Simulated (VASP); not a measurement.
Here is a VASP 6.6.1 calculation.

Contents of INCAR:

```
SYSTEM = C
PREC = Accurate
ENCUT = 520
EDIFF = 1E-6
ISMEAR = -1
SIGMA = 0.02
LREAL = Auto
LASPH = .TRUE.
NELM = 80
ALGO = Normal
ISIF = 2
LWAVE = .FALSE.
LCHARG = .FALSE.
GGA = PE
NBANDS = 51
```

File KPOINTS:

```
Automatic mesh
0
G
  2 2 1
  0 0 0
```

POSCAR

```
C
1.0
    7.3980000000      0.0000000000      0.0000000000
   -3.6990000000      6.4068560000      0.0000000000
    0.0000000000      0.0000000000     13.0000000000
C
18
Direct
    0.0044167409     -0.0063057450      0.0779307692
    0.2212070572      0.1002675883      0.0642461538
   -0.0138902734      0.3124465416      0.0739615385
    0.2228708339      0.4378746768      0.0699769231
   -0.0281907613      0.6473221811      0.0805153846
    0.2054233554      0.7570483869      0.0777769231
    0.3184082471     -0.0226320055      0.0660000000
    0.5479020997      0.0909650537      0.0623153846
    0.3248957113      0.3153496817      0.0618384615
    0.5450090202      0.4271361804      0.0694769231
    0.3214942421      0.6502877542      0.0730076923
    0.5485247184      0.7621210778      0.0611615385
    0.6639824607     -0.0211023941      0.0639692308
    0.8981860916      0.1011572603      0.0806538462
    0.6511029455      0.3084508221      0.0715461538
    0.8762448710      0.4236711423      0.0708384615
    0.6517231792      0.6485396269      0.0646692308
    0.8826961268      0.7677712750      0.0850846154
```

Potentials or basis: VASP PAW PBE potentials, release 64 (C).

The run is started by

```sh
$ cat potpaw_PBE.64/C/POTCAR > POTCAR
$ mpirun -np 1 vasp_std > vasp.out
```

Q: Predict the largest force.

A: 5.628 eV/Å.

Forces on the atoms (eV/Å):
```
C   -0.286 -2.450  0.357
C    0.085 -1.442  0.593
C    2.021  3.814 -0.082
C   -1.608 -3.863  0.047
C    5.542 -0.950 -0.246
C   -0.596  0.473 -0.419
C    1.530  0.385  0.061
C    0.297 -1.335  0.634
C   -0.553  2.242  0.574
C    0.982  0.031 -0.744
C    0.091  1.489 -0.765
C   -0.882 -0.183  0.532
C   -0.704  2.074  0.891
C   -4.063 -2.115 -1.537
C    0.256  1.175 -0.620
C   -1.303  0.131  0.905
C    2.064  0.427  1.665
C   -2.872  0.100 -1.845
```

Caveat: the k points lie up to 0.49 Å⁻¹ apart; the atoms stand as in a frame of molecular dynamics.
